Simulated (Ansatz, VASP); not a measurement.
## SiW: VASP beside Ansatz

Contents of INCAR:

```
SYSTEM = SiW
  PREC = Accurate
  ENCUT = 520
  EDIFF = 1E-7
  ISMEAR = -1
  SIGMA = 0.03
  LREAL = .False.
  LASPH = .True.
  NELM = 60
  ALGO = Normal
  ISIF = 2
  LWAVE = .False.
  LCHARG = .True.
  GGA = PE
  IVDW = 13
  LELF = .True.
  LVHAR = .True.
  NBANDS = 16
```

File KPOINTS:

```
Automatic mesh
0
Gamma
  11 11 11
  0 0 0
```

The input POSCAR:

```
SiW
1.0
    3.0724954836      0.0000000000      0.0000000000
    0.0000000000      3.0724954836      0.0000000000
    0.0000000000      0.0000000000      3.0265234626
W Si
1 1
Direct
    0.0000000000      0.0000000000      0.0000000000
    0.5000000000      0.5000000000      0.5000000000
```

Input for Ansatz:

```yaml
crystal:
  lattice:
    - [3.0724954836, 0.0, 0.0]
    - [0.0, 3.0724954836, 0.0]
    - [0.0, 0.0, 3.0265234626]
  atoms:
    - { symbol: W, position: [0.0, 0.0, 0.0] }
    - { symbol: Si, position: [0.5, 0.5, 0.5] }
kpoints:
  mp_grid: { grid: [11, 11, 11] }
scf:
  occupations: { method: fermi_dirac, width: 0.03 }
hamiltonian:
  xc: pbe
  pseudopotentials: { kind: all_electron, lapw: { basis_error: 0.0005 } }
  dispersion: d4
output:
  forces: true
  stress: true
  eigenvalues: true
basis:
  xc_grid: 3
```

Alike in both runs: task single point; functional PBE; dispersion D4; k mesh 11 × 11 × 11; occupations fermi-dirac, width 0.03 eV; no spin polarisation.

```csv
,VASP,Ansatz
version,VASP 6.6.1,Ansatz 0.2.0
potentials or method,"VASP PAW PBE potentials, release 64 (W_sv, Si), cutoff 520 eV","all-electron LAPW, scalar-relativistic"
```

Ansatz gave:

| Quantity | Value |
| --- | --- |
| gap on the k mesh at the Fermi level (eV) | none |
| pressure (GPa) | -6.1 |
| traceless stress, the component that is largest in VASP (GPa) | -0.94 |

**Question.** Which values does VASP return?

**Answer.** gap on the k mesh at the Fermi level (eV): none; pressure (GPa): -5.9; traceless stress, the component that is largest in VASP (GPa): -0.96.

A gap of «none» marks a metal or a gap that the smearing closes. Ansatz ran all-electron here, and VASP with PAW potentials.

Neither program's run includes spin-orbit coupling.
